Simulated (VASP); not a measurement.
# Te (R-3m) in VASP: single point with r2SCAN

Aim: the single point of Te with r2SCAN.

Everything below comes from runs of VASP 6.6.1. Logs are shortened: lines on timing, memory, paths and dates and some standing lists are left out, and cuts for length are marked.

## Step 1: The cell of the first run

The structure is trigonal, space group R-3m (No. 166). Conventional cell: a = 4.537 Å, b = 4.537 Å, c = 5.241 Å, α = 90.00°, β = 90.00°, γ = 120.00°. Within 4.1 Å of Te (site symmetry -3m) lie 6 Te at 3.15 Å.

## Step 2: Single point, r2SCAN

POSCAR reads:

```
Te
1.0
    2.2687058324      1.3098379230      1.7468592613
   -2.2687058324      1.3098379230      1.7468592613
    0.0000000000     -2.6196758460      1.7468592614
Te
1
Direct
    0.5000000000      0.5000000000      0.5000000000
```

INCAR.step1 reads:

```
  ALGO = Normal
  EDIFF = 1E-4
  ENCUT = 520
  GGA = PE
  ISMEAR = 0
  LASPH = T
  LCHARG = F
  LREAL = F
  LWAVE = T
  NBANDS = 9
  NELM = 80
  PREC = Accurate
  SIGMA = 0.15
```

INCAR.step2 reads:

```
  ALGO = Normal
  EDIFF = 1E-7
  ENCUT = 520
  ISIF = 2
  ISMEAR = 0
  ISTART = 1
  LASPH = T
  LCHARG = T
  LELF = T
  LMIXTAU = T
  LREAL = F
  LVHAR = T
  LWAVE = F
  METAGGA = R2SCAN
  NBANDS = 9
  NELM = 80
  PREC = Accurate
  SIGMA = 0.15
```

KPOINTS reads:

```
k-points
0
Gamma
  18 18 18
```

Potentials or basis: VASP PAW PBE potentials, release 64 (Te).

On the command line:

```bash
> cat potpaw_PBE.64/Te/POTCAR > POTCAR
> cp INCAR.step1 INCAR
> mpirun -np 1 vasp_std > vasp.out
> cp INCAR.step2 INCAR
> mpirun -np 1 vasp_std > vasp.out
```

OUTCAR:

```text
EDIFF = 1E-7
   ENCUT = 520
   ISIF = 2
   ISMEAR = 0
   ISTART = 1
   LASPH = T
   LREAL = F
   METAGGA = R2SCAN
   NELM = 80
   PREC = Accurate

 ion  position               nearest neighbor table
   1  0.500  0.500  0.500-

  LATTYP: Found a trigonal (rhomboedric) cell.
 ALAT       =     3.1486852522
 COS(alpha) =    -0.0383119939

  Lattice vectors:

 A1 = (   2.2687058324,   1.3098379230,   1.7468592613)
 A2 = (  -2.2687058324,   1.3098379230,   1.7468592613)
 A3 = (   0.0000000000,  -2.6196758460,   1.7468592614)

Analysis of symmetry for initial positions (statically):
=====================================================================
 Subroutine PRICEL returns:
 Original cell was already a primitive cell.

 Routine SETGRP: Setting up the symmetry group for a
 trigonal (rhombohedral) supercell.

 Subroutine GETGRP returns: Found 12 space group operations
 (whereof 12 operations were pure point group operations)
 out of a pool of 12 trial point group operations.

The static configuration has the point symmetry D_3d.

Analysis of symmetry for dynamics (positions and initial velocities):
=====================================================================
 Subroutine PRICEL returns:
 Original cell was already a primitive cell.

 Routine SETGRP: Setting up the symmetry group for a
 trigonal (rhombohedral) supercell.

 Subroutine GETGRP returns: Found 12 space group operations
 (whereof 12 operations were pure point group operations)
 out of a pool of 12 trial point group operations.

The dynamic configuration has the point symmetry D_3d.

 Subroutine INISYM returns: Found 12 space group operations
 (whereof 12 operations are pure point group operations),
 and found     1 'primitive' translations

----------------------------------------------------------------------------------------

                                     Primitive cell

  volume of cell :      31.1462

  direct lattice vectors                    reciprocal lattice vectors
     2.268705832  1.309837923  1.746859261     0.220389965  0.127242206  0.190818654
    -2.268705832  1.309837923  1.746859261    -0.220389965  0.127242206  0.190818654
     0.000000000 -2.619675846  1.746859261     0.000000000 -0.254484412  0.190818654

  length of vectors
     3.148685252  3.148685252  3.148685252     0.318078724  0.318078724  0.318078724

  position of ions in fractional coordinates (direct lattice)
     0.500000000  0.500000000  0.500000000

  ion indices of the primitive-cell ions
   primitive index   ion index
                 1           1

----------------------------------------------------------------------------------------

 KPOINTS: k-points

Automatic generation of k-mesh.
 Grid dimensions read from file:
 generate k-points for:   18   18   18

 Generating k-lattice:

  Cartesian coordinates                     Fractional coordinates (reciprocal lattice)
     0.012243887  0.007069011  0.010601036     0.055555556  0.000000000  0.000000000
    -0.012243887  0.007069011  0.010601036     0.000000000  0.055555556  0.000000000
     0.000000000 -0.014138023  0.010601036     0.000000000  0.000000000  0.055555556

  Length of vectors
     0.017671040  0.017671040  0.017671040

  Shift w.r.t. Gamma in fractional coordinates (k-lattice)
     0.000000000  0.000000000  0.000000000

 Subroutine IBZKPT returns following result:
 ===========================================

 Found    580 irreducible k-points:

 Following reciprocal coordinates:
            Coordinates               Weight
  0.000000  0.000000  0.000000      1.000000
  0.055556  0.000000 -0.000000      6.000000
  0.111111  0.000000 -0.000000      6.000000
  0.166667  0.000000  0.000000      6.000000
  0.222222  0.000000  0.000000      6.000000
  0.277778  0.000000  0.000000      6.000000
[... 16 lines left out ...]
 -0.277778  0.055556  0.000000     12.000000
 -0.222222  0.055556  0.000000     12.000000
 [... further k-points ...]
   k-points           NKPTS =    580   k-points in BZ     NKDIM =    580   number of bands    NBANDS=      9
   number of dos      NEDOS =    301   number of ions     NIONS =      1
   total plane-waves  NPLWV =  13824
   dimension x,y,z NGX =    24 NGY =   24 NGZ =   24
   dimension x,y,z NGXF=    48 NGYF=   48 NGZF=   48
   ions per type =               1
   NGX,Y,Z   is equivalent  to a cutoff of  12.67, 12.67, 12.67 a.u.
   NGXF,Y,Z  is equivalent  to a cutoff of  25.34, 25.34, 25.34 a.u.
 SYSTEM =  unknown system
   PREC   = accura    normal or accurate (medium, high low for compatibility)
   ISTART =      1    job   : 0-new  1-cont  2-samecut
   ICHARG =      0    charge: 1-file 2-atom 10-const
   ISPIN  =      1    spin polarized calculation?
   LNONCOLLINEAR =      F non collinear calculations
   LSORBIT =      F    spin-orbit coupling
   LASPH  =      T    aspherical Exc in radial PAW
   ENCUT  =  520.0 eV  38.22 Ry    6.18 a.u.   5.85  5.85  5.85*2*pi/ulx,y,z
   NELM   =     80;   NELMIN=  2; NELMDL=  0     # of ELM steps
   EDIFF  = 0.1E-06   stopping-criterion for ELM
   LREAL  =      F    real-space projection
   EDIFFG = 0.1E-05   stopping-criterion for IOM
   NSW    =      0    number of steps for IOM
   IBRION =     -1    ionic relax: 0-MD 1-quasi-New 2-CG
   NFREE  =      0    steps in history (QN), initial steepest desc. (CG)
   ISIF   =      2    stress and relaxation
   ISYM   =      2    0-nonsym 1-usesym 2-fastsym
   POTIM  = 0.5000    time-step for ionic-motion
   TEBEG  =    0.0;   TEEND  =   0.0 temperature during run
   PSTRESS=    0.0 pullay stress
   NELECT =       6.0000    total number of electrons
   NUPDOWN=      -1.0000    fix difference up-down
   EMIN   =  10.00;   EMAX   =-10.00  energy-range for DOS
   EFERMI =   0.00;   METHOD = LEGACY
   ISMEAR =     0;   SIGMA  =   0.15  broadening in eV -4-tet -1-fermi 0-gaus
   EFERMI_NEDOS =   21; number of points for ismear=-14 and -15
   IALGO  =     38    algorithm
   IMIX   =      4    mixing-type and parameters
     AMIX     =   0.40;   BMIX     =  1.00
     AMIX_MAG =   1.60;   BMIX_MAG =  1.00
  volume/ion in A,a.u.               =      31.15       210.18
  Fermi-wavevector in a.u.,A,eV,Ry     =   0.945490  1.786717 12.162947  0.893951
  Thomas-Fermi vector in A             =   2.073397
   LORBIT       =      0    0 simple, 1 ext, 2 COOP (PROOUT), +10 PAW based schemes
   METAGGA = R2SCAN    functional components
   LHFCALC =     F    Hartree Fock is set to
   AEXX    =    0.0000 exact exchange contribution
   IVDW    =     0    specifies the selected vdW correction
   LEPSILON=     F    determine dielectric tensor
   LRPA    =     F    only Hartree local field effects (RPA)
 non-spin polarized calculation
 Gauss-broadening in eV      SIGMA  =   0.15
  energy-cutoff  :      520.00
  volume of cell :       31.15
 maximum number of plane-waves:       854
   NGX = 11   NGY = 11   NGZ = 11

 number of electron       5.9999998 magnetization

 Free energy of the ion-electron system (eV)
  ---------------------------------------------------
  ext. energy  EPLUGINS =         0.00000000
  ---------------------------------------------------
  free energy    TOTEN  =       -25.32366028 eV

  energy without entropy =      -25.31660450  energy(sigma->0) =      -25.32013239

 E-fermi :   7.0263     XC(G=0):  -9.9728

 val. band max:        6.9979844757   @ k =  -0.3889   0.1667  -0.0000
 cond. band min:       7.0310654637   @ k =   0.1667   0.1111   0.1111
 fundamental gap:      0.0330809880
 Fermi energy:         7.0263207902

 k-point     1 :       0.0000    0.0000    0.0000
  band No.  band energies     occupation
      1      -7.6230      2.00000
      2       8.0983      0.00000
      3       8.4056      0.00000
      4       8.4056      0.00000
      5      13.3108      0.00000
      6      13.3108      0.00000
      7      14.4461      0.00000
      8      25.3333      0.00000
      9      25.4457      0.00000

 k-point     2 :       0.0556    0.0000   -0.0000
  band No.  band energies     occupation
      1      -7.5820      2.00000
      2       7.7664      0.00000
      3       8.2765      0.00000
      4       8.4421      0.00000
      5      13.3473      0.00000
      6      13.6713      0.00000
      7      14.7018      0.00000
      8      24.3216      0.00000
      9      24.3811      0.00000

 k-point     3 :       0.1111    0.0000   -0.0000
  band No.  band energies     occupation
      1      -7.4602      2.00000
      2       6.6910      1.99843
      3       8.3528      0.00000
      4       8.5495      0.00000
      5      13.4557      0.00000
      6      14.0956      0.00000
      7      15.7355      0.00000
      8      23.1102      0.00000
      9      23.1787      0.00000

 k-point     4 :       0.1667    0.0000    0.0000
  band No.  band energies     occupation
      1      -7.2615      2.00000
      2       5.4177      2.00000
      3       8.5190      0.00000
      4       8.7214      0.00000
      5      13.6330      0.00000
      6      14.3889      0.00000
      7      17.2843      0.00000
      8      21.9655      0.00000
      9      22.0366      0.00000
[... 205 lines left out ...]
 k-point    22 :      -0.3333    0.0556    0.0000
  band No.  band energies     occupation
      1      -6.2897      2.00000
      2       1.9972      2.00000
      3       8.9910      0.00000
      4       9.4248      0.00000
      5      14.6923      0.00000
      6      15.6771      0.00000
      7      17.8307      0.00000
      8      19.1753      0.00000
      9      20.7176      0.00000

 k-point    23 :      -0.2778    0.0556    0.0000
  band No.  band energies     occupation
      1      -6.6408      2.00000
      2       3.0397      2.00000
      3       8.7174      0.00000
      4       9.1575      0.00000
      5      14.3684      0.00000
      6      15.2746      0.00000
      7      18.4902      0.00000
      8      19.8983      0.00000
      9      20.9452      0.00000

 k-point    24 :      -0.2222    0.0556    0.0000
  band No.  band energies     occupation
      1      -6.9616      2.00000
      2       4.2234      2.00000
      3       8.4420      0.00000
      4       8.8980      0.00000
      5      14.0785      0.00000
      6      14.9334      0.00000
      7      18.6094      0.00000
      8      20.0676      0.00000
      9      21.0235      0.00000

 [... further k-points ...]

------------------------ aborting loop because EDIFF is reached ----------------------------------------

  FORCE on cell =-STRESS in cart. coord.  units (eV):
  Direction    XX          YY          ZZ          XY          YZ          ZX
  --------------------------------------------------------------------------------------
  -------------------------------------------------------------------------------------
  Total        0.4271030      0.4271030      0.4233593      0.0000000     -0.0000000      0.0000000
  in kB       21.9704186     21.9704186     21.7778373      0.0000000     -0.0000000      0.0000000
  external PRESSURE =      21.9062249 kB  Pullay stress =       0.0000000 kB

 VOLUME and BASIS-vectors are now :
 -----------------------------------------------------------------------------
  energy-cutoff  :      520.00
  volume of cell :       31.15
      direct lattice vectors                 reciprocal lattice vectors
     2.268705832  1.309837923  1.746859261     0.220389965  0.127242206  0.190818654
    -2.268705832  1.309837923  1.746859261    -0.220389965  0.127242206  0.190818654
     0.000000000 -2.619675846  1.746859261     0.000000000 -0.254484412  0.190818654

 POSITION                                       TOTAL-FORCE (eV/Angst)
 -----------------------------------------------------------------------------------
      0.00000      0.00000      2.62029         0.000000     -0.000000      0.000000
 -----------------------------------------------------------------------------------
    total drift:                                0.000000      0.000000     -0.000000

  FREE ENERGIE OF THE ION-ELECTRON SYSTEM (eV)
  ---------------------------------------------------
  free  energy   TOTEN  =       -25.3236602770 eV

  energy  without entropy=      -25.3166045031  energy(sigma->0) =      -25.32013239
```

Run time: 2.1 min. Hardware: 1 thread of Intel Xeon 6975P-C (Granite Rapids), shared host; peak memory 0.27 GiB.

Results:

| Property | Result |
| --- | --- |
| Free energy | -25.3237 eV |
| Pressure | 2.2 GPa |
| Band gap on the k mesh | zero (bands 3 and 4 overlap by 5.75 eV) |

Caveat: the PAW data sets were made with another functional, which shifts forces and pressure a little; spin-orbit coupling is left out, which moves the levels of the heavy elements.

The gap in the log of VASP goes by the Fermi energy; the results here count the filled bands.